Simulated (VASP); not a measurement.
Here is a VASP 6.6.1 calculation.

Contents of INCAR:

```
SYSTEM = MgS
PREC = Accurate
ENCUT = 520
EDIFF = 1E-6
ISMEAR = 0
SIGMA = 0.05
LREAL = .FALSE.
LASPH = .TRUE.
NELM = 100
ALGO = Normal
ISIF = 2
LWAVE = .FALSE.
LCHARG = .TRUE.
GGA = PS
LELF = .TRUE.
LVHAR = .TRUE.
NBANDS = 16
ISYM = 0
```

Contents of KPOINTS:

```
regular mesh
0
G
  9 9 8
  0 0 0
```

File POSCAR:

```
MgS
1.0
    0.0000000000     -2.8612189182     -2.8612189182
   -2.8612189182      0.0000000000     -2.8612189182
    2.8612189182      2.8612189182     -5.7224378365
Mg S
2 2
Direct
    0.0017363556      0.0017363556     -0.0052098293
    0.4982636444      0.4982636444      0.5052098293
    0.3757842905      0.3757842905      0.8726477249
    0.8742157095      0.8742157095      0.3773522751
```

Potentials or basis: VASP PAW PBE potentials, release 64 (Mg, S).

Run with:

```console
$ cat potpaw_PBE.64/Mg/POTCAR potpaw_PBE.64/S/POTCAR > POTCAR
$ mpirun -np 1 vasp_std > vasp.out
```

What does it give for the pressure?

-2.1 GPa.

Estimate the largest force.

0.344 eV/Å.

Predict the band gap on the k mesh.

3.09 eV.

Forces in eV/Å, atoms in the order of the input:
```
Mg   0.169  0.169 -0.169
Mg  -0.198 -0.198  0.199
S    0.119  0.119 -0.119
S   -0.090 -0.090  0.090
```

Caveat: the cell differs from its parent crystal (atoms displaced along a vibrational mode, the cell strained); the PAW data sets were made with another functional, which shifts forces and pressure a little. A k mesh can miss the band edges.
